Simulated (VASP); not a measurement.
Here is a VASP 6.6.1 calculation.

The input INCAR:

```
PREC = Accurate
ENCUT = 600
EDIFF = 1E-6
ISMEAR = -1
SIGMA = 0.1
LREAL = False
LASPH = True
NELM = 60
ALGO = Normal
ISIF = 3
LWAVE = False
LCHARG = False
GGA = PS
IBRION = 2
NSW = 80
EDIFFG = -0.01
```

Contents of KPOINTS:

```
regular mesh
0
Gamma
  4 4 4
```

POSCAR

```
Te
1.0
    6.1330711348      0.0000000000      0.0000000000
    0.0000000000      6.1330711348      0.0000000000
    0.0000000000      0.0000000000      6.1330711348
Te
8
Direct
    0.0000000000      0.0000000000      0.0000000000
    0.5000000000      0.5000000000      0.5000000000
    0.2500000000      0.0000000000      0.5000000000
    0.7500000000      0.0000000000      0.5000000000
    0.5000000000      0.2500000000      0.0000000000
    0.5000000000      0.7500000000      0.0000000000
    0.0000000000      0.5000000000      0.2500000000
    0.0000000000      0.5000000000      0.7500000000
```

Potentials or basis: VASP PAW PBE potentials, release 64 (Te).

Run with:

```bash
$ cat potpaw_PBE.64/Te/POTCAR > POTCAR
$ mpirun -np 1 vasp_std > vasp.out
```

What does it give for the relaxed cell?

a = 6.046 Å, b = 6.046 Å, c = 6.046 Å, α = 90.00°, β = 90.00°, γ = 90.00°.

Predict the space group after relaxing (to 0.1 Å).

Pm-3n (No. 223).

Predict the relaxed volume.

27.63 Å³/atom.

Final structure:
```yaml
crystal:
  lattice:
    - [6.04640, 0.00000, 0.00000]
    - [0.00000, 6.04640, 0.00000]
    - [0.00000, 0.00000, 6.04640]
  atoms:
    - { symbol: Te, position: [0.00000, 0.00000, 0.00000] }
    - { symbol: Te, position: [0.50000, 0.50000, 0.50000] }
    - { symbol: Te, position: [0.25000, 0.00000, 0.50000] }
    - { symbol: Te, position: [0.75000, 0.00000, 0.50000] }
    - { symbol: Te, position: [0.50000, 0.25000, 0.00000] }
    - { symbol: Te, position: [0.50000, 0.75000, 0.00000] }
    - { symbol: Te, position: [0.00000, 0.50000, 0.25000] }
    - { symbol: Te, position: [0.00000, 0.50000, 0.75000] }
```

Caveat: the highest band is partly filled, so the run has too few bands; the PAW data sets were made with another functional, which shifts forces and pressure a little.
